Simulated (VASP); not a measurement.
MoS:

```xyz
4
Lattice="3.4399 0.0000 0.0000 -1.7200 2.9791 0.0000 0.0000 0.0000 5.3319" Properties=species:S:1:pos:R:3 pbc="T T T"
Mo    0.0000    0.0000    0.0000
Mo    0.0000    0.0000    2.6660
S     0.0000    1.9861    1.3330
S     1.7200    0.9930    3.9989
```

- Program: VASP 6.6.1
- Task: relaxation of cell and atoms
- Functional: PBEsol
- Potentials or basis: VASP PAW PBE potentials, release 64 (Mo_sv, S)
- Cutoff: 600 eV
- k mesh: 6 × 6 × 4
- Occupations: gaussian, width 0.1 eV
- Spin: collinear spin
- Starting moments: [0.09, 0.09, 0.01, 0.01] μB

At the start: pressure 22.3 GPa; volume 13.66 Å³/atom.

Problem. Where does the relaxation end?

Solution. Over 12 steps the energy falls by 295.4 meV/atom and the volume is 14.16 Å³/atom (+3.7 %); space group P6_3/mmc (No. 194, to 0.1 Å) before and after; moment 0.00 μB per cell.

Step by step:
```tsv
step	energy change (eV)	largest force (eV/Å)	pressure (GPa)	volume (Å³)
1	0.0000	0.0000	22.33	54.64
2	0.4162	0.0000	-27.02	70.86
3	-0.5259	0.0000	-6.80	60.98
4	-1.0191	0.0000	-9.26	60.04
5	-1.0864	0.0000	-9.14	59.61
6	-1.1146	0.0000	-7.73	58.60
7	-1.1150	0.0000	-8.51	59.06
8	-0.9304	0.0000	20.49	52.44
9	-1.1803	0.0000	-0.32	56.71
10	-1.1803	0.0000	-0.12	56.66
11	-1.1803	0.0000	0.06	56.61
12	-1.1818	0.0000	0.10	56.64
```

Final structure:
```yaml
crystal:
  lattice:
    - [3.21632, 0.00000, 0.00000]
    - [-1.60816, 2.78542, 0.00000]
    - [0.00000, 0.00000, 6.32212]
  atoms:
    - { symbol: Mo, position: [0.00000, 0.00000, 0.00000] }
    - { symbol: Mo, position: [0.00000, 0.00000, 0.50000] }
    - { symbol: S, position: [0.33333, 0.66667, 0.25000] }
    - { symbol: S, position: [0.66667, 0.33333, 0.75000] }
```

Caveat: a cell axis changed by over 15 % at a fixed basis, so the end point is rough; the PAW data sets were made with another functional, which shifts forces and pressure a little.
